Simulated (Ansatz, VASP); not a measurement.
**Si: VASP beside Ansatz**

Contents of INCAR:

```
ALGO     = Normal         # electronic algorithm
EDIFF    = 1E-7           # SCF threshold, eV
EDIFFG   = -0.002         # ionic threshold
ENCUT    = 500            # plane-wave cutoff, eV
GGA      = PE             # functional
GGA_COMPAT= F            
IBRION   = 2              # ionic algorithm
ISIF     = 3              # what is computed and relaxed
ISMEAR   = 0              # smearing method
LASPH    = T              # aspherical terms in the spheres
LCHARG   = F              # write CHGCAR
LREAL    = F              # projectors in reciprocal space
LWAVE    = F              # write WAVECAR
NELM     = 120            # most SCF steps
NELMIN   = 4            
NSW      = 100            # ionic steps
PREC     = Accurate       # precision mode
SIGMA    = 0.02           # smearing width, eV
```

Contents of KPOINTS:

```
k-points
0
Gamma
  8 8 8
```

POSCAR

```
Si
1.0
    0.0000000000      2.7155000000      2.7155000000
    2.7155000000      0.0000000000      2.7155000000
    2.7155000000      2.7155000000      0.0000000000
Si
2
Direct
    0.0000000000      0.0000000000      0.0000000000
    0.2500000000      0.2500000000      0.2500000000
```

Input for Ansatz:

```yaml
crystal:
  lattice:
    - [0.0, 2.7155, 2.7155]
    - [2.7155, 0.0, 2.7155]
    - [2.7155, 2.7155, 0.0]
  atoms:
    - { symbol: Si, position: [0.0, 0.0, 0.0] }
    - { symbol: Si, position: [0.25, 0.25, 0.25] }
basis:
  ecutwfc: 420
kpoints:
  mp_grid: { grid: [8, 8, 8] }
hamiltonian:
  xc: pbe
scf:
  occupations: { method: gaussian, width: 0.02 }
output:
  forces: true
  stress: true
  eigenvalues: true
  write_density: true
  write_potential: true
  elf: true
  volumetric_format: npy
relax:
  adjacent_minimum: "off"
  f_tol: 0.002
  max_steps: 80
  cell: { stress_tol: 0.02 }
```

Alike in both runs: task relaxation of cell and atoms; functional PBE; k mesh 8 × 8 × 8; occupations gaussian, width 0.02 eV; no spin polarisation.

|  | VASP | Ansatz |
| --- | --- | --- |
| version | VASP 6.6.1 | Ansatz 0.2.0 |
| potentials or method | VASP PAW PBE potentials, release 64 (Si), cutoff 500 eV | scalar-relativistic, plane waves, PAW |
| valence electrons in the cell | 8 | 8 |

VASP gave:

```
gap on the k mesh at the Fermi level, each at its own relaxed structure (eV) : 0.65
relaxed volume (Å³/atom)                                                     : 20.44
relaxed cell length with the largest relative difference (Å)                 : 3.867
```

Problem. Estimate Ansatz's values.

Solution. gap on the k mesh at the Fermi level, each at its own relaxed structure (eV): 0.65; relaxed volume (Å³/atom): 20.46; relaxed cell length with the largest relative difference (Å): 3.868.
